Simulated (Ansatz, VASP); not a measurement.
**Si5PdW in VASP and in Ansatz**

```xyz
7
Lattice="3.8096 0.0000 0.0000 0.0000 3.8096 0.0000 0.0000 0.0000 7.2400" Properties=species:S:1:pos:R:3 pbc="T T T"
Si    1.9048    0.0000    5.5299
Si    1.9048    0.0000    1.7100
Si    0.0000    1.9048    5.5299
Si    0.0000    1.9048    1.7100
Si    0.0000    0.0000    3.6200
Pd    0.0000    0.0000    0.0000
W     1.9048    1.9048    3.6200
```

Change from the starting cell: species swapped into the BaYF5 type (P4/mmm, No. 123).

Alike in both runs: functional PBE; k mesh 8 × 8 × 4; occupations gaussian, width 0.1 eV; no spin polarisation.

Ansatz relaxed the structure, and its values are those at the end. VASP's run is a single point on that final structure, the one shown.

```csv
,VASP,Ansatz
version,VASP 6.6.1,Ansatz 0.2.0
potentials or method,"VASP PAW PBE potentials, release 64 (Si, Pd, W_sv), cutoff 520 eV","scalar-relativistic, plane waves, PAW"
valence electrons in the cell,44,52
```

```tsv
	VASP	Ansatz	Ansatz less VASP
gap on the k mesh at the Fermi level (eV)	none	none	-
pressure (GPa)	0.0	0.0	-0.01
```

A gap of «none» marks a metal or a gap that the smearing closes. VASP's potentials hold 44 valence electrons a cell and Ansatz's 52, so a difference there can come from the potentials and not from the codes.

Spin-orbit coupling is off throughout.
